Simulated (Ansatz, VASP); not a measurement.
# SiC: VASP beside Ansatz

Contents of POSCAR:

```
SiC
1.0
    0.0000000000      2.1781449855      2.1781449855
    2.1781449855      0.0000000000      2.1781449855
    2.1781449855      2.1781449855      0.0000000000
Si C
1 1
Direct
    0.0000000000      0.0000000000      0.0000000000
    0.6811340609      0.6811340609      0.7701703666
```

Contents of INCAR.step1:

```
SYSTEM = SiC
PREC = Accurate
ENCUT = 520
ISMEAR = 0
SIGMA = 0.05
LREAL = .False.
LASPH = .True.
NELM = 60
NBANDS = 11
GGA = PE
ALGO = Normal
EDIFF = 1E-4
LWAVE = .True.
LCHARG = .False.
```

Contents of INCAR.step2:

```
SYSTEM = SiC
PREC = Accurate
ENCUT = 520
EDIFF = 1E-6
ISMEAR = 0
SIGMA = 0.05
LREAL = .False.
LASPH = .True.
NELM = 60
ALGO = Normal
ISIF = 2
LWAVE = .False.
LCHARG = .True.
METAGGA = R2SCAN
LMIXTAU = .True.
LELF = .True.
LVHAR = .True.
NBANDS = 11
ISTART = 1
```

The input KPOINTS:

```
regular mesh
0
Gamma
  10 10 10
  0 0 0
```

Input for Ansatz:

```yaml
crystal:
  lattice:
    - [0.0, 2.1781449855, 2.1781449855]
    - [2.1781449855, 0.0, 2.1781449855]
    - [2.1781449855, 2.1781449855, 0.0]
  atoms:
    - { symbol: Si, position: [0.0, 0.0, 0.0] }
    - { symbol: C, position: [0.6811340609, 0.6811340609, 0.7701703666] }
basis:
  ecutwfc: 500
kpoints:
  mp_grid: { grid: [10, 10, 10] }
hamiltonian:
  xc: r2scan
scf:
  occupations: { method: gaussian, width: 0.05 }
output:
  forces: true
  stress: true
  eigenvalues: true
```

Alike in both runs: task single point; functional r2SCAN; k mesh 10 × 10 × 10; occupations gaussian, width 0.05 eV; no spin polarisation.

```csv
,VASP,Ansatz
version,VASP 6.6.1,Ansatz 0.2.0
potentials or method,"VASP PAW PBE potentials, release 64 (Si, C), cutoff 520 eV","scalar-relativistic, plane waves, PAW"
valence electrons in the cell,8,8
```

```csv
,VASP,Ansatz,Ansatz less VASP
gap on the k mesh at the Fermi level (eV),0.13,0.12,-0.004
least direct gap on the mesh (eV),4.16,4.15,-0.010
pressure (GPa),10.3,10.6,+0.30
"traceless stress, the component that is largest in VASP (GPa)",-16.04,-16.24,-0.199
rms of the force components (eV/Å),2.763,2.769,+0.0060
```

VASP's potentials were made for PBE, not for r2SCAN. Atom by atom the forces differ by 0.007 eV/Å (rms over components).
